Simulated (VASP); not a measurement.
# Al (P6_3/mmc) in VASP: a series of runs

Al is run at these levels: PBE; tasks: single point.

All numbers are computed with VASP 6.6.1; they aren't measurements. Logs are shortened: lines on timing, memory, paths and dates and some standing lists are left out, and cuts for length are marked.

## (1) The cell of the first run

It takes space group P6_3/mmc (No. 194, hexagonal). The conventional cell has a = 2.986 Å, b = 2.986 Å, c = 9.588 Å, α = 90.00°, β = 90.00°, γ = 120.00°. Within 3.9 Å of Al (site symmetry -3m) lie 12 Al at 2.95 to 2.99 Å. Al (site symmetry -6m2) has 12 Al at 2.95 to 2.99 Å within 3.9 Å.

## (2) Single point, PBE (In replaced by Al, lengths x 0.911, strained)

Contents of INCAR:

```
PREC = Accurate ; ENCUT = 520
EDIFF = 1E-7 ; ISMEAR = 0
SIGMA = 0.1 ; LREAL = False
LASPH = True ; NELM = 60
ALGO = Normal ; ISIF = 2
LWAVE = False ; LCHARG = False
GGA = PE ; NBANDS = 14
```

Contents of KPOINTS:

```
regular mesh
0
Gamma
  9 9 2
```

Contents of POSCAR:

```
Al
1.0
    2.9863062583      0.0000000000      0.0000000000
   -1.4931531291      2.5862170831      0.0000000000
    0.0000000000      0.0000000000      9.5876140440
Al
4
Direct
    0.0000000000      0.0000000000      0.0000000000
    0.3333333300      0.6666666700      0.2500000000
    0.0000000000      0.0000000000      0.5000000000
    0.6666666700      0.3333333300      0.7500000000
```

Potentials or basis: VASP PAW PBE potentials, release 64 (Al).

Started as:

```console
$ cat potpaw_PBE.64/Al/POTCAR > POTCAR
$ mpirun -np 1 vasp_std > vasp.out
```

OUTCAR:

```text
PREC = Accurate
   ENCUT = 520
   EDIFF = 1E-7
   ISMEAR = 0
   LREAL = False
   LASPH = True
   NELM = 60
   ISIF = 2
   GGA = PE

 ion  position               nearest neighbor table
   1  0.000  0.000  0.000-   2 2.95   4 2.95   2 2.95   4 2.95   4 2.95   2 2.95
   2  0.333  0.667  0.250-   1 2.95   3 2.95   1 2.95   3 2.95   1 2.95   3 2.95
   3  0.000  0.000  0.500-   2 2.95   4 2.95   2 2.95   4 2.95   4 2.95   2 2.95
   4  0.667  0.333  0.750-   1 2.95   3 2.95   1 2.95   3 2.95   1 2.95   3 2.95

  LATTYP: Found a hexagonal cell.
 ALAT       =     2.9863062583
 C/A-ratio  =     3.2105260528

  Lattice vectors:

 A1 = (   2.9863062583,   0.0000000000,   0.0000000000)
 A2 = (  -1.4931531291,   2.5862170831,   0.0000000000)
 A3 = (   0.0000000000,   0.0000000000,   9.5876140440)

Analysis of symmetry for initial positions (statically):
=====================================================================
 Subroutine PRICEL returns:
 Original cell was already a primitive cell.

 Routine SETGRP: Setting up the symmetry group for a
 hexagonal supercell.

 Subroutine GETGRP returns: Found 24 space group operations
 (whereof 12 operations were pure point group operations)
 out of a pool of 24 trial point group operations.

The static configuration has the point symmetry D_3d.
 The point group associated with its full space group is D_6h.

Analysis of symmetry for dynamics (positions and initial velocities):
=====================================================================
 Subroutine PRICEL returns:
 Original cell was already a primitive cell.

 Routine SETGRP: Setting up the symmetry group for a
 hexagonal supercell.

 Subroutine GETGRP returns: Found 24 space group operations
 (whereof 12 operations were pure point group operations)
 out of a pool of 24 trial point group operations.

The dynamic configuration has the point symmetry D_3d.
 The point group associated with its full space group is D_6h.

 Subroutine INISYM returns: Found 24 space group operations
 (whereof 12 operations are pure point group operations),
 and found     1 'primitive' translations

----------------------------------------------------------------------------------------

                                     Primitive cell

  volume of cell :      74.0474

  direct lattice vectors                    reciprocal lattice vectors
     2.986306258  0.000000000  0.000000000     0.334861837  0.193332572  0.000000000
    -1.493153129  2.586217083  0.000000000     0.000000000  0.386665144  0.000000000
     0.000000000  0.000000000  9.587614044     0.000000000  0.000000000  0.104301237

  length of vectors
     2.986306258  2.986306258  9.587614044     0.386665144  0.386665144  0.104301237

  position of ions in fractional coordinates (direct lattice)
     0.000000000  0.000000000  0.000000000
     0.333333330  0.666666670  0.250000000
     0.000000000  0.000000000  0.500000000
     0.666666670  0.333333330  0.750000000

  ion indices of the primitive-cell ions
   primitive index   ion index
                 1           1
                 2           2
                 3           3
                 4           4

----------------------------------------------------------------------------------------

 KPOINTS: regular mesh

Automatic generation of k-mesh.
 Grid dimensions read from file:
 generate k-points for:    9    9    2

 Generating k-lattice:

  Cartesian coordinates                     Fractional coordinates (reciprocal lattice)
     0.037206871  0.021481397  0.000000000     0.111111111 -0.000000000  0.000000000
     0.000000000  0.042962794  0.000000000     0.000000000  0.111111111  0.000000000
     0.000000000  0.000000000  0.052150618     0.000000000  0.000000000  0.500000000

  Length of vectors
     0.042962794  0.042962794  0.052150618

  Shift w.r.t. Gamma in fractional coordinates (k-lattice)
     0.000000000  0.000000000  0.000000000

 Subroutine IBZKPT returns following result:
 ===========================================

 Found     24 irreducible k-points:

 Following reciprocal coordinates:
            Coordinates               Weight
  0.000000  0.000000  0.000000      1.000000
  0.111111  0.000000  0.000000      6.000000
  0.222222  0.000000  0.000000      6.000000
  0.333333  0.000000  0.000000      6.000000
  0.444444  0.000000  0.000000      6.000000
  0.111111  0.111111  0.000000      6.000000
[... 16 lines left out ...]
  0.333333  0.222222  0.500000     12.000000
  0.333333  0.333333  0.500000      2.000000
   k-points           NKPTS =     24   k-points in BZ     NKDIM =     24   number of bands    NBANDS=     14
   number of dos      NEDOS =    301   number of ions     NIONS =      4
   total plane-waves  NPLWV =  41472
   dimension x,y,z NGX =    24 NGY =   24 NGZ =   72
   dimension x,y,z NGXF=    48 NGYF=   48 NGZF=  144
   ions per type =               4
   NGX,Y,Z   is equivalent  to a cutoff of  13.36, 13.36, 12.48 a.u.
   NGXF,Y,Z  is equivalent  to a cutoff of  26.72, 26.72, 24.97 a.u.
 SYSTEM =  unknown system
   PREC   = accura    normal or accurate (medium, high low for compatibility)
   ISTART =      0    job   : 0-new  1-cont  2-samecut
   ICHARG =      2    charge: 1-file 2-atom 10-const
   ISPIN  =      1    spin polarized calculation?
   LNONCOLLINEAR =      F non collinear calculations
   LSORBIT =      F    spin-orbit coupling
   LASPH  =      T    aspherical Exc in radial PAW
   ENCUT  =  520.0 eV  38.22 Ry    6.18 a.u.   5.55  5.55 17.83*2*pi/ulx,y,z
   NELM   =     60;   NELMIN=  2; NELMDL= -5     # of ELM steps
   EDIFF  = 0.1E-06   stopping-criterion for ELM
   LREAL  =      F    real-space projection
   EDIFFG = 0.1E-05   stopping-criterion for IOM
   NSW    =      0    number of steps for IOM
   IBRION =     -1    ionic relax: 0-MD 1-quasi-New 2-CG
   NFREE  =      0    steps in history (QN), initial steepest desc. (CG)
   ISIF   =      2    stress and relaxation
   ISYM   =      2    0-nonsym 1-usesym 2-fastsym
   POTIM  = 0.5000    time-step for ionic-motion
   TEBEG  =    0.0;   TEEND  =   0.0 temperature during run
   PSTRESS=    0.0 pullay stress
   NELECT =      12.0000    total number of electrons
   NUPDOWN=      -1.0000    fix difference up-down
   EMIN   =  10.00;   EMAX   =-10.00  energy-range for DOS
   EFERMI =   0.00;   METHOD = LEGACY
   ISMEAR =     0;   SIGMA  =   0.10  broadening in eV -4-tet -1-fermi 0-gaus
   EFERMI_NEDOS =   21; number of points for ismear=-14 and -15
   IALGO  =     38    algorithm
   IMIX   =      4    mixing-type and parameters
     AMIX     =   0.40;   BMIX     =  1.00
     AMIX_MAG =   1.60;   BMIX_MAG =  1.00
  volume/ion in A,a.u.               =      18.51       124.92
  Fermi-wavevector in a.u.,A,eV,Ry     =   0.892549  1.686673 10.838990  0.796643
  Thomas-Fermi vector in A             =   2.014512
   LORBIT       =      0    0 simple, 1 ext, 2 COOP (PROOUT), +10 PAW based schemes
   GGA     = PE    functional components
   LHFCALC =     F    Hartree Fock is set to
   AEXX    =    0.0000 exact exchange contribution
   IVDW    =     0    specifies the selected vdW correction
   LEPSILON=     F    determine dielectric tensor
   LRPA    =     F    only Hartree local field effects (RPA)
 non-spin polarized calculation
 Gauss-broadening in eV      SIGMA  =   0.10
  energy-cutoff  :      520.00
  volume of cell :       74.05
 maximum number of plane-waves:      2028
 NGX is ok and might be reduce to    24
   NGX = 11   NGY = 11   NGZ = 35

 number of electron      12.0000000 magnetization

 Free energy of the ion-electron system (eV)
  ---------------------------------------------------
  ext. energy  EPLUGINS =         0.00000000
  ---------------------------------------------------
  free energy    TOTEN  =       -14.68635856 eV

  energy without entropy =      -14.68036609  energy(sigma->0) =      -14.68336232

 E-fermi :   6.8483     XC(G=0):  -9.7885

 val. band max:        6.7923565652   @ k =   0.3333   0.3333   0.5000
 cond. band min:       6.8664203581   @ k =   0.2222   0.2222   0.0000
 fundamental gap:      0.0740637929
 Fermi energy:         6.8483325009

 k-point     1 :       0.0000    0.0000    0.0000
  band No.  band energies     occupation
      1      -3.5150      2.00000
      2      -1.9131      2.00000
      3      -1.9110      2.00000
      4       2.7862      2.00000
      5       2.8192      2.00000
      6      10.3520      0.00000
      7      10.3656      0.00000
      8      16.3431      0.00000
      9      16.3431      0.00000
     10      16.6804      0.00000
     11      16.6804      0.00000
     12      17.7098      0.00000
     13      17.7099      0.00000
     14      17.9037      0.00000

 k-point     2 :       0.1111    0.0000    0.0000
  band No.  band energies     occupation
      1      -3.2421      2.00000
      2      -1.6428      2.00000
      3      -1.6409      2.00000
      4       3.0405      2.00000
      5       3.0885      2.00000
      6      10.5650      0.00000
      7      10.5958      0.00000
      8      13.1657      0.00000
      9      14.5120      0.00000
     10      14.5956      0.00000
     11      14.6549      0.00000
     12      16.0330      0.00000
     13      16.0458      0.00000
     14      16.3106      0.00000
[... 343 lines left out ...]
      1       1.9741      2.00000
      2       1.9741      2.00000
      3       4.2909      2.00000
      4       4.2909      2.00000
      5       5.0822      2.00000
      6       5.0822      2.00000
      7       6.6644      1.99071
      8       6.6644      1.99071
      9       7.4784      0.00000
     10       7.4784      0.00000
     11       9.7804      0.00000
     12       9.7804      0.00000
     13      11.2165      0.00000
     14      11.2165      0.00000

 k-point    24 :       0.3333    0.3333    0.5000
  band No.  band energies     occupation
      1       3.8910      2.00000
      2       3.8910      2.00000
      3       4.0477      2.00000
      4       4.0477      2.00000
      5       4.2605      2.00000
      6       4.2605      2.00000
      7       6.7924      1.57142
      8       6.7924      1.57142
      9       7.0551      0.00345
     10       7.0551      0.00345
     11       7.7823      0.00000
     12       7.7823      0.00000
     13      12.6765      0.00000
     14      12.6765      0.00000

------------------------ aborting loop because EDIFF is reached ----------------------------------------

  FORCE on cell =-STRESS in cart. coord.  units (eV):
  Direction    XX          YY          ZZ          XY          YZ          ZX
  --------------------------------------------------------------------------------------
  -------------------------------------------------------------------------------------
  Total       -2.7386265     -2.7386265     -3.6370420     -0.0000000      0.0000000     -0.0000000
  in kB      -59.2561631    -59.2561631    -78.6953440     -0.0000000      0.0000000     -0.0000000
  external PRESSURE =     -65.7358901 kB  Pullay stress =       0.0000000 kB

 VOLUME and BASIS-vectors are now :
 -----------------------------------------------------------------------------
  energy-cutoff  :      520.00
  volume of cell :       74.05
      direct lattice vectors                 reciprocal lattice vectors
     2.986306258  0.000000000  0.000000000     0.334861837  0.193332572  0.000000000
    -1.493153129  2.586217083  0.000000000     0.000000000  0.386665144  0.000000000
     0.000000000  0.000000000  9.587614044     0.000000000  0.000000000  0.104301237

 POSITION                                       TOTAL-FORCE (eV/Angst)
 -----------------------------------------------------------------------------------
      0.00000      0.00000      0.00000         0.000000     -0.000000      0.000000
     -0.00000      1.72414      2.39690        -0.000000      0.000000     -0.000000
      0.00000      0.00000      4.79381         0.000000     -0.000000      0.000000
      1.49315      0.86207      7.19071        -0.000000     -0.000000     -0.000000
 -----------------------------------------------------------------------------------
    total drift:                               -0.000000      0.000000     -0.000000

  FREE ENERGIE OF THE ION-ELECTRON SYSTEM (eV)
  ---------------------------------------------------
  free  energy   TOTEN  =       -14.6863585555 eV

  energy  without entropy=      -14.6803660890  energy(sigma->0) =      -14.68336232
```

Wall time 16 s (1 thread of AMD EPYC 7R13 (Zen 3), shared host); peak memory 0.15 GiB.

What came out:

```
Free energy            : -14.6864 eV
Pressure               : -6.6 GPa
Band gap on the k mesh : zero (band 6 reaches 10.74 eV, above the bottom of band 7 at 5.49 eV)
```

Stress tensor (GPa, compression positive):
```
-5.93  0.00  0.00
 0.00 -5.93  0.00
 0.00  0.00 -7.87
```

Caveat: the cell differs from its parent crystal (In replaced by Al, lengths x 0.911, strained).

## (3) Single point, PBE (In replaced by Al, lengths x 0.911, strained)

Contents of INCAR:

```
ALGO     = Fast           # electronic algorithm
EDIFF    = 1E-7           # SCF threshold, eV
ENCUT    = 520            # plane-wave cutoff, eV
GGA      = PE             # functional
ISIF     = 2              # what is computed and relaxed
ISMEAR   = 0              # smearing method
LASPH    = True           # aspherical terms in the spheres
LCHARG   = False          # write CHGCAR
LREAL    = False          # projectors in reciprocal space
LWAVE    = False          # write WAVECAR
NBANDS   = 14             # bands
NELM     = 60             # most SCF steps
PREC     = Accurate       # precision mode
SIGMA    = 0.1            # smearing width, eV
```

Contents of KPOINTS:

```
k-points
0
Gamma
  18 18 6
```

POSCAR is that of step 2.

Potentials or basis: VASP PAW PBE potentials, release 64 (Al).

Started as:

```console
$ cat potpaw_PBE.64/Al/POTCAR > POTCAR
$ mpirun -np 1 vasp_std > vasp.out
```

It took 99 s on 1 thread of AMD EPYC 7R13 (Zen 3), shared host; peak memory 0.23 GiB.

Results (log left out):

```
Free energy            : -14.7492 eV
Pressure               : -6.7 GPa
Band gap on the k mesh : zero (band 6 reaches 10.74 eV, above the bottom of band 7 at 5.38 eV)
```

Stress tensor (GPa, compression positive):
```
-7.13  0.00  0.00
 0.00 -7.13  0.00
 0.00  0.00 -5.69
```

Levels at points of the mesh, in eV from the Fermi level:
```
           k point  band 2  band 3  band 4  band 5  band 6  band 7  band 8  band 9  band 10  band 11
(0.00, 0.00, 0.00)   -8.76   -8.76   -4.06   -4.03    3.51    3.52    9.50    9.50     9.83     9.83
(0.50, 0.00, 0.00)   -4.84   -3.61   -3.47   -3.29   -3.09    0.89    1.22    1.41     1.45     4.90
(0.00, 0.00, 0.50)   -9.96   -6.78   -6.78   -0.59   -0.59    8.13    8.13    9.77     9.77     9.77
(0.50, 0.00, 0.50)   -4.66   -4.42   -4.42   -1.71   -1.71   -1.14   -1.14    4.34     4.34     4.67
```

Caveat: the cell differs from its parent crystal (In replaced by Al, lengths x 0.911, strained).
